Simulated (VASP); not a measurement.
# TaN (P1) in VASP: notebook, part 3 of 3

VASP 6.6.1.

## (6) Single point, LDA

The input, INCAR:

```
SYSTEM = TaN
ALGO = Fast ; EDIFF = 1E-6
ENCUT = 520 ; GGA = CA
ISIF = 2 ; ISMEAR = 0
LASPH = .TRUE. ; LCHARG = .FALSE.
LREAL = .FALSE. ; LWAVE = .FALSE.
NBANDS = 42 ; NELM = 100
PREC = Accurate ; SIGMA = 0.15
```

The input, KPOINTS:

```
k-points
0
G
  14 14 4
  0 0 0
```

The input, POSCAR:

```
TaN
1.0
   -3.1035877079      0.0000000000      0.0000000000
   -1.5517938539     -2.6877857979      0.0000000000
   -2.5863230899     -1.7918571986     12.0200957435
Ta N
4 4
Direct
   -0.1259792434     -0.2790834357      0.9186251535
    0.1240207566      0.0542498977      0.4186251535
    0.5823540899      0.5542498977      0.1686251535
    0.3323540899      0.2209165643      0.6686251535
    0.2926459101      0.2790834357      0.0813748465
    0.0426459101     -0.0542498977      0.5813748465
    0.5009792434      0.4457501023      0.3313748465
    0.2509792434      0.1124167690      0.8313748465
```

Potentials or basis: VASP PAW LDA potentials, release 64 (Ta_pv, N).

Launch:

```
$ cat potpaw_LDA.64/Ta_pv/POTCAR potpaw_LDA.64/N/POTCAR > POTCAR
$ mpirun -np 1 vasp_std > vasp.out
```

OUTCAR:

```text
SYSTEM = TaN
   EDIFF = 1E-6
   ENCUT = 520
   GGA = CA
   ISIF = 2
   ISMEAR = 0
   LASPH = .TRUE.
   LREAL = .FALSE.
   NELM = 100
   PREC = Accurate

 ion  position               nearest neighbor table
   1  0.874  0.721  0.919-   8 2.08   8 2.08   8 2.08   5 2.39   3 3.05   4 3.50   4 3.50   4 3.50

   2  0.124  0.054  0.419-   6 1.96   7 2.08   7 2.08   7 2.08   4 3.50   3 3.50   3 3.50   4 3.50
                             3 3.50   4 3.50
   3  0.582  0.554  0.169-   7 1.96   5 2.08   5 2.08   5 2.08   1 3.05   2 3.50   2 3.50   2 3.50

   4  0.332  0.221  0.669-   8 1.96   6 2.08   6 2.08   6 2.08   2 3.50   1 3.50   1 3.50   2 3.50
                             1 3.50   2 3.50
   5  0.293  0.279  0.081-   3 2.08   3 2.08   3 2.08   1 2.39
   6  0.043  0.946  0.581-   2 1.96   4 2.08   4 2.08   4 2.08
   7  0.501  0.446  0.331-   3 1.96   2 2.08   2 2.08   2 2.08
   8  0.251  0.112  0.831-   4 1.96   1 2.08   1 2.08   1 2.08

  LATTYP: Found a triclinic cell.
 ALAT       =     5.3755715959
 B/A-ratio  =     0.5773502692
 C/A-ratio  =     2.6474930639
 COS(alpha) =     0.0181728606
 COS(beta)  =     0.2832868611
 COS(gamma) =     0.8660254038

  Lattice vectors:

[... 199 lines left out ...]
  band No.  band energies     occupation
      1     -28.7561      2.00000
      2     -28.5304      2.00000
      3     -28.3990      2.00000
      4     -28.2965      2.00000
      5     -28.2643      2.00000
      6     -28.1726      2.00000
[... 1069 lines left out ...]
     41       9.6799      0.00000
     42      10.5575      0.00000

 [... further k-points ...]

------------------------ aborting loop because EDIFF is reached ----------------------------------------

  FORCE on cell =-STRESS in cart. coord.  units (eV):
  Direction    XX          YY          ZZ          XY          YZ          ZX
  --------------------------------------------------------------------------------------
  -------------------------------------------------------------------------------------
  Total       -2.2445695     -2.6202983     -0.5072154      0.8940824     -0.2854502      0.1373429
  in kB      -35.8655128    -41.8692040     -8.1046901     14.2863572     -4.5611499      2.1945739
  external PRESSURE =     -28.6131356 kB  Pullay stress =       0.0000000 kB

 VOLUME and BASIS-vectors are now :
 -----------------------------------------------------------------------------
  energy-cutoff  :      520.00
  volume of cell :      100.27
      direct lattice vectors                 reciprocal lattice vectors
    -3.103587708  0.000000000  0.000000000    -0.322207746  0.186026729 -0.041597006
    -1.551793854 -2.687785798  0.000000000     0.000000000 -0.372053458 -0.055462675
    -2.586323090 -1.791857199 12.020095744     0.000000000  0.000000000  0.083194013

 POSITION                                       TOTAL-FORCE (eV/Angst)
 -----------------------------------------------------------------------------------
     -6.20718     -3.58371     11.04196        -0.601397      0.225103      0.913619
     -1.55179     -0.89593      5.03191        -0.078844     -0.001995     -0.054117
     -3.10359     -1.79186      2.02689        -0.161440     -0.043248      0.637601
     -3.10359     -1.79186      8.03694        -0.018443     -0.008951     -0.054330
     -1.55179     -0.89593      0.97813         0.527705     -0.097592     -2.620820
     -3.10359     -3.58371      6.98818        -0.002205     -0.000315     -0.057301
     -3.10359     -1.79186      3.98316         0.062601     -0.008603      0.445485
     -3.10359     -1.79186      9.99321         0.272025     -0.064399      0.789863
 -----------------------------------------------------------------------------------
    total drift:                                0.000038     -0.000420      0.000389

  FREE ENERGIE OF THE ION-ELECTRON SYSTEM (eV)
  ---------------------------------------------------
  free  energy   TOTEN  =       -94.2632958249 eV

  energy  without entropy=      -94.2332862351  energy(sigma->0) =      -94.24829103
```

It took 45 min on 1 thread of Oxide Virtual Turin-like, shared host; peak memory 1.1 GiB.

What came out:

* Free energy: -94.2633 eV
* Pressure: -2.9 GPa
* Largest force: 2.675 eV/Å
* Band gap on the k mesh: zero (bands 32 and 33 overlap by 0.47 eV)

Forces on the atoms (eV/Å):
```
Ta  -0.601  0.225  0.914
Ta  -0.079 -0.002 -0.054
Ta  -0.161 -0.043  0.638
Ta  -0.018 -0.009 -0.054
N    0.528 -0.098 -2.621
N   -0.002  0.000 -0.057
N    0.063 -0.009  0.445
N    0.272 -0.064  0.790
```

Levels at points of the mesh, in eV from the Fermi level:
| k point | band 30 | band 31 | band 32 | band 33 | band 34 | band 35 |
| --- | --- | --- | --- | --- | --- | --- |
| (0.00, 0.00, 0.00) | -0.07 | 0.14 | 0.27 | 0.33 | 0.46 | 0.63 |
| (0.50, 0.00, 0.00) | -1.07 | -0.58 | -0.21 | 1.30 | 1.66 | 1.95 |
| (0.00, 0.50, 0.00) | -1.19 | -0.57 | -0.30 | 1.33 | 1.62 | 1.76 |
| (0.50, 0.50, 0.00) | -1.21 | -0.72 | -0.34 | 1.29 | 1.52 | 1.88 |
| (0.00, 0.00, 0.50) | -0.17 | -0.13 | 0.16 | 0.28 | 0.67 | 0.91 |
| (0.50, 0.00, 0.50) | -1.46 | -0.47 | -0.18 | 1.29 | 1.66 | 2.11 |
| (0.00, 0.50, 0.50) | -1.35 | -0.54 | -0.27 | 1.30 | 1.59 | 1.96 |
| (0.50, 0.50, 0.50) | -1.60 | -0.61 | -0.32 | 1.25 | 1.53 | 2.14 |

Caveat: spin-orbit coupling is left out, which moves the levels of the heavy elements; forces of over 1 eV/Å act on the atoms, so gaps and moduli don't describe the material at rest.

## (7) Overview

| cell | gap on the mesh (eV) | pressure (GPa) | largest force (eV/Å) |
| --- | --- | --- | --- |
| a = 3.104, b = 3.104, c = 12.385 Å, angles 76.7, 79.8, 60.0°, 8 atoms | none | -1.5 | 2.10 |
| a = 3.104, b = 3.104, c = 12.045 Å, angles 86.3, 88.2, 60.0°, 8 atoms | none | -1.0 | 1.79 |
| a = 3.104, b = 3.104, c = 12.098 Å, angles 83.9, 85.1, 60.0°, 8 atoms | none | -3.7 | 3.02 |
| a = 3.104, b = 3.104, c = 12.089 Å, angles 83.9, 86.9, 60.0°, 8 atoms | none | -3.0 | 2.68 |
| a = 3.104, b = 3.104, c = 12.425 Å, angles 76.8, 78.0, 60.0°, 8 atoms | none | -2.9 | 2.68 |

Alike in all rows: task single point; level LDA; potentials or basis VASP PAW LDA potentials, release 64 (Ta_pv, N); no spin polarisation; k mesh 14 × 14 × 4; cutoff (eV) 520; smearing gaussian 0.15 eV.

Caveats: spin-orbit coupling is left out, which moves the levels of the heavy elements; forces of over 1 eV/Å act on the atoms, so gaps and moduli don't describe the material at rest; the cell stands under tension (at least some runs).

Absolute energies hang on the potentials; compare differences alone.
